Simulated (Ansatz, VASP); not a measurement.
# Two plane-wave programs on Si

```
Si
1.0
     0.00000    2.73549    2.73549
     2.73549    0.00000    2.73549
     2.73549    2.73549    0.00000
Si
2
Direct
  0.50000 0.50000 0.50000
  0.75000 0.75000 0.75000
```

Alike in both runs: task single point; functional PBE; k mesh 10 × 10 × 10; occupations fermi-dirac, width 0.03 eV; no spin polarisation.

```csv
,VASP,Ansatz
version,VASP 6.6.1,Ansatz 0.2.0
potentials or method,"VASP PAW PBE potentials, release 64 (Si), cutoff 500 eV","plane waves (420 eV) with PAW, scalar-relativistic"
valence electrons in the cell,8,8
```

```csv
,VASP,Ansatz,Ansatz less VASP
pressure (GPa),-0.1,0.0,+0.08
```

The functional is the same, so the differences come from potentials, cutoffs and numerics.
